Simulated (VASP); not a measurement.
A run of VASP 6.6.1 is set up as follows.

Contents of INCAR:

```
PREC     = Accurate       # precision mode
ENCUT    = 520            # plane-wave cutoff, eV
EDIFF    = 1E-6           # SCF threshold, eV
ISMEAR   = 0              # smearing method
SIGMA    = 0.1            # smearing width, eV
LREAL    = False          # projectors in reciprocal space
LASPH    = True           # aspherical terms in the spheres
NELM     = 60             # most SCF steps
ALGO     = Normal         # electronic algorithm
ISIF     = 2              # what is computed and relaxed
LWAVE    = False          # write WAVECAR
LCHARG   = True           # write CHGCAR
GGA      = PE             # functional
LELF     = True           # ELF
LVHAR    = True         
NBANDS   = 26             # bands
```

The input KPOINTS:

```
Automatic mesh
0
Gamma
  6 6 4
```

POSCAR

```
Zr2TeSe
1.0
    3.6309839409      0.0000000000      0.0000000000
   -1.8154919704      3.1445243335      0.0000000000
    0.0000000000      0.0000000000      7.7013090089
Zr Te Se
2 1 1
Direct
    0.6666666667      0.3333333333      0.2340573489
    0.6666666667      0.3333333333      0.7659426511
    0.0000000000      0.0000000000      0.5000000000
    0.3333333333      0.6666666667      0.0000000000
```

Potentials or basis: VASP PAW PBE potentials, release 64 (Zr_sv, Te, Se).

The run is started by

```sh
$ cat potpaw_PBE.64/Zr_sv/POTCAR potpaw_PBE.64/Te/POTCAR potpaw_PBE.64/Se/POTCAR > POTCAR
$ mpirun -np 1 vasp_std > vasp.out
```

Problem. Estimate the band gap on the k mesh.

Solution. Zero (band 18 reaches 9.94 eV, above the bottom of band 19 at 9.37 eV).

Problem. Estimate the pressure.

Solution. 0.2 GPa.

Stress tensor (GPa, compression positive):
```
0.18 0.00 0.00
0.00 0.18 0.00
0.00 0.00 0.29
```

Caveat: spin-orbit coupling is left out, which moves the levels of the heavy elements.
